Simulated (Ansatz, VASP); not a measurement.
**One calculation of SiF, two programs**

```
Si F
1.0
    -1.95605   -3.45301    0.08792
     0.02572    2.44811   -6.47137
     5.87180   -3.45511    0.05470
Si F
4 4
Direct
  0.72126 0.43964 0.91226
  0.21083 0.45260 0.39814
  0.79916 0.56844 0.58829
  0.28272 0.55495 0.09748
  0.60455 0.17388 0.86490
  0.08401 0.19040 0.36734
  0.89560 0.80053 0.63479
  0.40187 0.81957 0.13681
```

Change from the starting cell: cell x2, atoms moved at random (sigma 0.05 Å) and cell strained at random (1.5 %), then relaxed without symmetry.

Alike in both runs: task relaxation of cell and atoms; functional PBE; k mesh 4 × 4 × 2; occupations gaussian, width 0.1 eV; no spin polarisation.

|  | VASP | Ansatz |
| --- | --- | --- |
| version | VASP 6.6.1 | Ansatz 0.2.0 |
| potentials or method | VASP PAW PBE potentials, release 64 (Si, F), cutoff 600 eV | scalar-relativistic, plane waves, PAW |
| valence electrons in the cell | 44 | 44 |

```csv
,VASP,Ansatz,Ansatz less VASP
"gap on the k mesh at the Fermi level, each at its own relaxed structure (eV)",0.51,0.53,+0.021
relaxed volume (Å³/atom),20.96,21.89,+0.931
relaxed length of the cell vector where the two differ most in proportion (Å),6.579,6.905,+0.3257
```

The k mesh is coarse, so the values compare programs but aren't converged.
